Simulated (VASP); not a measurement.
# InSe in VASP: a series of runs

InSe is run at these levels: PBE+D3(BJ); tasks: single point.

All numbers are computed with VASP 6.6.1; they aren't measurements. Logs are shortened: lines on timing, memory, paths and dates and some standing lists are left out, and cuts for length are marked.

## 1. The cell of the first run

The cell holds a slab with vacuum, 8 atoms: a = 4.027 Å, b = 4.027 Å, c = 28.271 Å, α = 90.00°, β = 90.00°, γ = 120.00°.

## 2. Single point, PBE+D3(BJ)

Contents of INCAR:

```
SYSTEM = InSe
PREC = Accurate ; ENCUT = 520
EDIFF = 1E-6 ; ISMEAR = 0
SIGMA = 0.05 ; LREAL = .False.
LASPH = .True. ; NELM = 80
ALGO = Normal ; ISIF = 2
LWAVE = .False. ; LCHARG = .False.
LDIPOL = .True. ; IDIPOL = 3
DIPOL = 0.5 0.5 0.412 ; GGA = PE
IVDW = 12 ; NBANDS = 48
```

Contents of KPOINTS:

```
Automatic mesh
0
Gamma
  9 9 1
  0 0 0
```

Contents of POSCAR:

```
InSe
1.0
    4.0266103640      0.0000000000      0.0000000000
   -2.0133051820      3.4871468663      0.0000000000
    0.0000000000      0.0000000000     28.2707108021
Se In
4 4
Direct
    0.0000000000      0.0000000000      0.1591753399
    0.0000000000      0.0000000000      0.3496677346
    0.0000000000      0.0000000000      0.4738244997
    0.0000000000      0.0000000000      0.6643168944
    0.6666666667      0.3333333333      0.2049979895
    0.6666666667      0.3333333333      0.3038451603
   -0.6666666667     -0.3333333333      0.5196471493
   -0.6666666667     -0.3333333333      0.6184943201
```

Potentials or basis: VASP PAW PBE potentials, release 64 (Se, In_d).

Command:

```sh
$ cat potpaw_PBE.64/Se/POTCAR potpaw_PBE.64/In_d/POTCAR > POTCAR
$ mpirun -np 1 vasp_std > vasp.out
```

OUTCAR:

```text
SYSTEM = InSe
   PREC = Accurate
   ENCUT = 520
   EDIFF = 1E-6
   ISMEAR = 0
   LREAL = .False.
   LASPH = .True.
   NELM = 80
   ISIF = 2
   GGA = PE
   IVDW = 12
 IVDW          = 12

 ion  position               nearest neighbor table
   1  0.000  0.000  0.159-   5 2.66   5 2.66   5 2.66
   2  0.000  0.000  0.350-   6 2.66   6 2.66   6 2.66
   3  0.000  0.000  0.474-   7 2.66   7 2.66   7 2.66
   4  0.000  0.000  0.664-   8 2.66   8 2.66   8 2.66
   5  0.667  0.333  0.205-   1 2.66   1 2.66   1 2.66   6 2.79
   6  0.667  0.333  0.304-   2 2.66   2 2.66   2 2.66   5 2.79
   7  0.333  0.667  0.520-   3 2.66   3 2.66   3 2.66   8 2.79
   8  0.333  0.667  0.618-   4 2.66   4 2.66   4 2.66   7 2.79

  LATTYP: Found a hexagonal cell.
 ALAT       =     4.0266103640
 C/A-ratio  =     7.0209700583

  Lattice vectors:

 A1 = (   4.0266103640,   0.0000000000,   0.0000000000)
 A2 = (  -2.0133051820,   3.4871468663,   0.0000000000)
 A3 = (   0.0000000000,   0.0000000000,  28.2707108021)

Analysis of symmetry for initial positions (statically):
=====================================================================
 Subroutine PRICEL returns:
 Original cell was already a primitive cell.

 Routine SETGRP: Setting up the symmetry group for a
 hexagonal supercell.

 Subroutine GETGRP returns: Found 12 space group operations
 (whereof  6 operations were pure point group operations)
 out of a pool of 24 trial point group operations.

The static configuration has the point symmetry C_3v.
 The point group associated with its full space group is D_3d.

Analysis of symmetry for dynamics (positions and initial velocities):
=====================================================================
 Subroutine PRICEL returns:
 Original cell was already a primitive cell.

 Routine SETGRP: Setting up the symmetry group for a
 hexagonal supercell.

 Subroutine GETGRP returns: Found 12 space group operations
 (whereof  6 operations were pure point group operations)
 out of a pool of 24 trial point group operations.

The dynamic configuration has the point symmetry C_3v.
 The point group associated with its full space group is D_3d.

 Subroutine INISYM returns: Found 12 space group operations
 (whereof  6 operations are pure point group operations),
 and found     1 'primitive' translations

----------------------------------------------------------------------------------------

                                     Primitive cell

  volume of cell :     396.9598

  direct lattice vectors                    reciprocal lattice vectors
     4.026610364  0.000000000  0.000000000     0.248347843  0.143383694  0.000000000
    -2.013305182  3.487146866  0.000000000     0.000000000  0.286767388  0.000000000
     0.000000000  0.000000000 28.270710802     0.000000000  0.000000000  0.035372298

  length of vectors
     4.026610364  4.026610364 28.270710802     0.286767388  0.286767388  0.035372298

  position of ions in fractional coordinates (direct lattice)
     0.000000000  0.000000000  0.159175340
     0.000000000  0.000000000  0.349667735
     0.000000000  0.000000000  0.473824500
     0.000000000  0.000000000  0.664316894
     0.666666667  0.333333333  0.204997990
     0.666666667  0.333333333  0.303845160
     0.333333333  0.666666667  0.519647149
     0.333333333  0.666666667  0.618494320

  ion indices of the primitive-cell ions
   primitive index   ion index
                 1           1
                 2           2
                 3           3
                 4           4
                 5           5
                 6           6
                 7           7
                 8           8

----------------------------------------------------------------------------------------

 KPOINTS: Automatic mesh

Automatic generation of k-mesh.
 Grid dimensions read from file:
 generate k-points for:    9    9    1

 Generating k-lattice:

  Cartesian coordinates                     Fractional coordinates (reciprocal lattice)
     0.027594205  0.015931522  0.000000000     0.111111111  0.000000000  0.000000000
     0.000000000  0.031863043  0.000000000     0.000000000  0.111111111  0.000000000
     0.000000000  0.000000000  0.035372298     0.000000000  0.000000000  1.000000000

  Length of vectors
     0.031863043  0.031863043  0.035372298

  Shift w.r.t. Gamma in fractional coordinates (k-lattice)
     0.000000000  0.000000000  0.000000000

 Subroutine IBZKPT returns following result:
 ===========================================

 Found     12 irreducible k-points:

 Following reciprocal coordinates:
            Coordinates               Weight
  0.000000  0.000000  0.000000      1.000000
  0.111111 -0.000000  0.000000      6.000000
  0.222222  0.000000  0.000000      6.000000
  0.333333 -0.000000  0.000000      6.000000
  0.444444  0.000000  0.000000      6.000000
  0.111111  0.111111  0.000000      6.000000
  0.222222  0.111111  0.000000     12.000000
  0.333333  0.111111  0.000000     12.000000
  0.444444  0.111111  0.000000      6.000000
  0.222222  0.222222  0.000000      6.000000
  0.333333  0.222222  0.000000     12.000000
  0.333333  0.333333  0.000000      2.000000
   k-points           NKPTS =     12   k-points in BZ     NKDIM =     12   number of bands    NBANDS=     48
   number of dos      NEDOS =    301   number of ions     NIONS =      8
   total plane-waves  NPLWV = 189000
   dimension x,y,z NGX =    30 NGY =   30 NGZ =  210
   dimension x,y,z NGXF=    60 NGYF=   60 NGZF=  420
   ions per type =               4   4
   NGX,Y,Z   is equivalent  to a cutoff of  12.39, 12.39, 12.35 a.u.
   NGXF,Y,Z  is equivalent  to a cutoff of  24.77, 24.77, 24.70 a.u.
 SYSTEM =  InSe
   PREC   = accura    normal or accurate (medium, high low for compatibility)
   ISTART =      0    job   : 0-new  1-cont  2-samecut
   ICHARG =      2    charge: 1-file 2-atom 10-const
   ISPIN  =      1    spin polarized calculation?
   LNONCOLLINEAR =      F non collinear calculations
   LSORBIT =      F    spin-orbit coupling
   LASPH  =      T    aspherical Exc in radial PAW
   ENCUT  =  520.0 eV  38.22 Ry    6.18 a.u.   7.49  7.49 52.56*2*pi/ulx,y,z
   NELM   =     80;   NELMIN=  2; NELMDL= -5     # of ELM steps
   EDIFF  = 0.1E-05   stopping-criterion for ELM
   LREAL  =      F    real-space projection
   EDIFFG = 0.1E-04   stopping-criterion for IOM
   NSW    =      0    number of steps for IOM
   IBRION =     -1    ionic relax: 0-MD 1-quasi-New 2-CG
   NFREE  =      0    steps in history (QN), initial steepest desc. (CG)
   ISIF   =      2    stress and relaxation
   ISYM   =      2    0-nonsym 1-usesym 2-fastsym
   POTIM  = 0.5000    time-step for ionic-motion
   TEBEG  =    0.0;   TEEND  =   0.0 temperature during run
   PSTRESS=    0.0 pullay stress
   NELECT =      76.0000    total number of electrons
   NUPDOWN=      -1.0000    fix difference up-down
   EMIN   =  10.00;   EMAX   =-10.00  energy-range for DOS
   EFERMI =   0.00;   METHOD = LEGACY
   ISMEAR =     0;   SIGMA  =   0.05  broadening in eV -4-tet -1-fermi 0-gaus
   EFERMI_NEDOS =   21; number of points for ismear=-14 and -15
   IALGO  =     38    algorithm
   IMIX   =      4    mixing-type and parameters
     AMIX     =   0.40;   BMIX     =  1.00
     AMIX_MAG =   1.60;   BMIX_MAG =  1.00
  volume/ion in A,a.u.               =      49.62       334.85
  Fermi-wavevector in a.u.,A,eV,Ry     =   0.943548  1.783047 12.113024  0.890282
  Thomas-Fermi vector in A             =   2.071266
   LORBIT       =      0    0 simple, 1 ext, 2 COOP (PROOUT), +10 PAW based schemes
   GGA     = PE    functional components
   LHFCALC =     F    Hartree Fock is set to
   AEXX    =    0.0000 exact exchange contribution
   IVDW    =    12    specifies the selected vdW correction
   LEPSILON=     F    determine dielectric tensor
   LRPA    =     F    only Hartree local field effects (RPA)
 non-spin polarized calculation
 Gauss-broadening in eV      SIGMA  =   0.05
  energy-cutoff  :      520.00
  volume of cell :      396.96
 maximum number of plane-waves:     10749
 NGX is ok and might be reduce to    30
   NGX = 15   NGY = 15   NGZ =105

 dipolmoment           0.000000      0.000000      0.000002 electrons x Angstroem

 number of electron      75.9999997 magnetization

 dipolmoment           0.000000      0.000000     -0.000025 electrons x Angstroem

 Free energy of the ion-electron system (eV)
  ---------------------------------------------------
  ext. energy  EPLUGINS =         0.00000000
  ---------------------------------------------------
  free energy    TOTEN  =       -28.34363074 eV

  energy without entropy =      -28.34363074  energy(sigma->0) =      -28.34363074

 E-fermi :   0.0810     XC(G=0):  -5.6756

 val. band max:       -0.1539982232   @ k =   0.1111  -0.0000   0.0000
 cond. band min:       0.9488886053   @ k =   0.0000   0.0000   0.0000
 fundamental gap:      1.1028868286
 Fermi energy:         0.0810417238

 k-point     1 :       0.0000    0.0000    0.0000
  band No.  band energies     occupation
      1     -14.5133      2.00000
      2     -14.5130      2.00000
      3     -14.3303      2.00000
      4     -14.3303      2.00000
      5     -14.3301      2.00000
      6     -14.3301      2.00000
[... 40 lines left out ...]
     47       5.0334      0.00000
     48       5.2294      0.00000

 k-point     2 :       0.1111   -0.0000    0.0000
  band No.  band energies     occupation
      1     -14.5129      2.00000
      2     -14.5123      2.00000
      3     -14.3716      2.00000
      4     -14.3693      2.00000
      5     -14.3284      2.00000
      6     -14.3283      2.00000
[... 40 lines left out ...]
     47       5.1066      0.00000
     48       5.1775      0.00000

 k-point     3 :       0.2222    0.0000    0.0000
  band No.  band energies     occupation
      1     -14.5273      2.00000
      2     -14.5243      2.00000
      3     -14.4406      2.00000
      4     -14.4370      2.00000
      5     -14.3844      2.00000
      6     -14.3806      2.00000
[... 40 lines left out ...]
     47       4.7946      0.00000
     48       4.8657      0.00000

 k-point     4 :       0.3333   -0.0000    0.0000
  band No.  band energies     occupation
      1     -14.5824      2.00000
      2     -14.5755      2.00000
      3     -14.4698      2.00000
      4     -14.4638      2.00000
      5     -14.4566      2.00000
      6     -14.4564      2.00000
[... 346 lines left out ...]
     47       5.1002      0.00000
     48       5.1361      0.00000

 k-point    11 :       0.3333    0.2222    0.0000
  band No.  band energies     occupation
      1     -14.6248      2.00000
      2     -14.6162      2.00000
      3     -14.5212      2.00000
      4     -14.5158      2.00000
      5     -14.4562      2.00000
      6     -14.4560      2.00000
[... 40 lines left out ...]
     47       5.2771      0.00000
     48       5.3185      0.00000

 k-point    12 :       0.3333    0.3333    0.0000
  band No.  band energies     occupation
      1     -14.6295      2.00000
      2     -14.6207      2.00000
      3     -14.5282      2.00000
      4     -14.5229      2.00000
      5     -14.4554      2.00000
      6     -14.4552      2.00000
[... 40 lines left out ...]
     47       5.8997      0.00000
     48       5.8998      0.00000

------------------------ aborting loop because EDIFF is reached ----------------------------------------

 vacuum level on the upper side and lower side of the slab       (xc-potential included)        -0.150        -0.150

 Edisp (eV)   -1.99117

 E8    (eV) :    -0.9328

  FORCE on cell =-STRESS in cart. coord.  units (eV):
  Direction    XX          YY          ZZ          XY          YZ          ZX
  --------------------------------------------------------------------------------------
  -------------------------------------------------------------------------------------
  Total      -0.05375    -0.05375     0.41041    -0.00000     0.00000     0.00000
  in kB      -0.21693    -0.21693     1.65645    -0.00000     0.00000     0.00000
  external pressure =        0.41 kB  Pullay stress =        0.00 kB

 VOLUME and BASIS-vectors are now :
 -----------------------------------------------------------------------------
  energy-cutoff  :      520.00
  volume of cell :      396.96
      direct lattice vectors                 reciprocal lattice vectors
     4.026610364  0.000000000  0.000000000     0.248347843  0.143383694  0.000000000
    -2.013305182  3.487146866  0.000000000     0.000000000  0.286767388  0.000000000
     0.000000000  0.000000000 28.270710802     0.000000000  0.000000000  0.035372298

 POSITION                                       TOTAL-FORCE (eV/Angst)
 -----------------------------------------------------------------------------------
      0.00000      0.00000      4.50000        -0.000000      0.000000     -0.010895
      0.00000      0.00000      9.88536        -0.000000      0.000000     -0.060605
      0.00000      0.00000     13.39536        -0.000000     -0.000000      0.060605
      0.00000      0.00000     18.78071         0.000000      0.000000      0.010895
      2.01331      1.16238      5.79544         0.000000     -0.000000      0.008741
      2.01331      1.16238      8.58992         0.000000      0.000000     -0.034186
     -0.00000      2.32476     14.69079        -0.000000      0.000000      0.034186
     -0.00000      2.32476     17.48527        -0.000000     -0.000000     -0.008741
 -----------------------------------------------------------------------------------
    total drift:                               -0.000000     -0.000000     -0.003150

  FREE ENERGIE OF THE ION-ELECTRON SYSTEM (eV)
  ---------------------------------------------------
  free  energy   TOTEN  =       -30.3347980153 eV

  energy  without entropy=      -30.3347980153  energy(sigma->0) =      -30.33479802

 vacuum level on the upper side and lower side of the slab         5.394         5.395
```

It took 8.8 min on 1 thread of Intel Xeon Platinum 8488C (Sapphire Rapids), shared host; peak memory 0.51 GiB.

What came out:

```
Free energy                : -30.3348 eV
Largest force              : 0.061 eV/Å
Band gap on the k mesh     : 1.10 eV (least direct gap 1.16 eV)
Dispersion energy per atom : -0.249 eV
```

Forces on the atoms (eV/Å):
```
Se   0.000  0.000 -0.011
Se   0.000  0.000 -0.061
Se   0.000  0.000  0.061
Se   0.000  0.000  0.011
In   0.000  0.000  0.009
In   0.000  0.000 -0.034
In   0.000  0.000  0.034
In   0.000  0.000 -0.009
```

Caveat: spin-orbit coupling is left out, which moves the levels of the heavy elements.

## 3. Single point, PBE+D3(BJ) (layers slid over each other)

Contents of INCAR:

```
SYSTEM = InSe
PREC = Accurate
ENCUT = 520
EDIFF = 1E-6
ISMEAR = 0
SIGMA = 0.05
LREAL = .FALSE.
LASPH = .TRUE.
NELM = 100
ALGO = Normal
ISIF = 2
LWAVE = .FALSE.
LCHARG = .FALSE.
LDIPOL = .TRUE.
IDIPOL = 3
DIPOL = 0.5 0.5 0.412
GGA = PE
IVDW = 12
NBANDS = 48
```

Contents of KPOINTS:

```
regular mesh
0
G
  9 9 1
  0 0 0
```

Contents of POSCAR:

```
InSe
1.0
    4.0266103640      0.0000000000      0.0000000000
   -2.0133051820      3.4871468663      0.0000000000
    0.0000000000      0.0000000000     28.2707108021
Se In
4 4
Direct
    0.0000000000      0.0000000000      0.1591753399
    0.0000000000      0.0000000000      0.3496677346
    0.3333333333      0.6666666667      0.4738244997
    0.3333333333      0.6666666667      0.6643168944
    0.6666666667      0.3333333333      0.2049979895
    0.6666666667      0.3333333333      0.3038451603
   -0.3333333333      0.3333333333      0.5196471493
   -0.3333333333      0.3333333333      0.6184943201
```

Potentials or basis: VASP PAW PBE potentials, release 64 (Se, In_d).

Command:

```sh
$ cat potpaw_PBE.64/Se/POTCAR potpaw_PBE.64/In_d/POTCAR > POTCAR
$ mpirun -np 1 vasp_std > vasp.out
```

Wall time 8.6 min (1 thread of Intel Xeon Platinum 8488C (Sapphire Rapids), shared host); peak memory 0.51 GiB.

The run converged. Its results:

* Free energy: -30.4001 eV
* Largest force: 0.080 eV/Å
* Band gap on the k mesh: 1.22 eV (least direct gap 1.26 eV)
* Dispersion energy per atom: -0.250 eV

Forces in eV/Å, atoms in the order of the input:
```
Se   0.000  0.000 -0.012
Se   0.000  0.000  0.080
Se   0.000  0.000 -0.080
Se   0.000  0.000  0.012
In   0.000  0.000  0.015
In   0.000  0.000  0.027
In   0.000  0.000 -0.027
In   0.000  0.000 -0.015
```

Levels at points of the mesh, in eV from the valence-band top:
```
           k point  band 34  band 35  band 36  band 37  band 38  band 39  band 40  band 41  band 42  band 43
(0.00, 0.00, 0.00)    -0.62    -0.59    -0.59    -0.57    -0.04     1.22     1.70     2.59     2.66     4.82
```

Caveat: the cell differs from its parent crystal (layers slid over each other); spin-orbit coupling is left out, which moves the levels of the heavy elements.

## 4. Single point, PBE+D3(BJ) (layers slid over each other)

Contents of INCAR:

```
PREC     = Accurate       # precision mode
ENCUT    = 520            # plane-wave cutoff, eV
EDIFF    = 1E-6           # SCF threshold, eV
ISMEAR   = 0              # smearing method
SIGMA    = 0.05           # smearing width, eV
LREAL    = False          # projectors in reciprocal space
LASPH    = True           # aspherical terms in the spheres
NELM     = 60             # most SCF steps
ALGO     = Normal         # electronic algorithm
ISIF     = 2              # what is computed and relaxed
LWAVE    = False          # write WAVECAR
LCHARG   = False          # write CHGCAR
LDIPOL   = True         
IDIPOL   = 3            
DIPOL    = 0.5 0.5 0.412
GGA      = PE             # functional
IVDW     = 12             # dispersion correction
NBANDS   = 48             # bands
```

Contents of KPOINTS:

```
regular mesh
0
Gamma
  9 9 1
```

Contents of POSCAR:

```
InSe
1.0
    4.0266103640      0.0000000000      0.0000000000
   -2.0133051820      3.4871468663      0.0000000000
    0.0000000000      0.0000000000     28.2707108021
Se In
4 4
Direct
    0.0000000000      0.0000000000      0.1591753399
    0.0000000000      0.0000000000      0.3496677346
    0.6666666667      0.3333333333      0.4738244997
    0.6666666667      0.3333333333      0.6643168944
    0.6666666667      0.3333333333      0.2049979895
    0.6666666667      0.3333333333      0.3038451603
    0.0000000000      0.0000000000      0.5196471493
    0.0000000000      0.0000000000      0.6184943201
```

Command:

```sh
$ cat potpaw_PBE.64/Se/POTCAR potpaw_PBE.64/In_d/POTCAR > POTCAR
$ mpirun -np 1 vasp_std > vasp.out
```

Run time: 6.6 min. Hardware: 1 thread of Intel Xeon Platinum 8488C (Sapphire Rapids), shared host; peak memory 0.51 GiB.

Results (log left out):

| Property | Result |
| --- | --- |
| Free energy | -30.4014 eV |
| Largest force | 0.075 eV/Å |
| Band gap on the k mesh | 1.23 eV (least direct gap 1.26 eV) |
| Dispersion energy per atom | -0.249 eV |

Forces on the atoms (eV/Å):
```
Se   0.000  0.000 -0.012
Se   0.000  0.000  0.075
Se   0.000  0.000 -0.075
Se   0.000  0.000  0.012
In   0.000  0.000  0.015
In   0.000  0.000  0.028
In   0.000  0.000 -0.028
In   0.000  0.000 -0.015
```

Levels at points of the mesh, in eV from the valence-band top:
| k point | band 35 | band 36 | band 37 | band 38 | band 39 | band 40 | band 41 | band 42 |
| --- | --- | --- | --- | --- | --- | --- | --- | --- |
| (0.00, 0.00, 0.00) | -0.58 | -0.58 | -0.57 | -0.04 | 1.23 | 1.71 | 2.62 | 2.65 |

Caveat: the cell differs from its parent crystal (layers slid over each other); spin-orbit coupling is left out, which moves the levels of the heavy elements.

## 5. The runs side by side

```csv
cell,gap on the mesh (eV),largest force (eV/Å)
"as given, atomic positions A",1.10,0.06
"as given, atomic positions B",1.22,0.08
"as given, atomic positions C",1.23,0.08
```

Alike in all rows: task single point; level PBE+D3(BJ); potentials or basis VASP PAW PBE potentials, release 64 (Se, In_d); no spin polarisation; k mesh 9 × 9 × 1; cutoff (eV) 520; smearing gaussian 0.05 eV.

Caveats: spin-orbit coupling is left out, which moves the levels of the heavy elements.

Absolute energies hang on the potentials; compare differences alone.
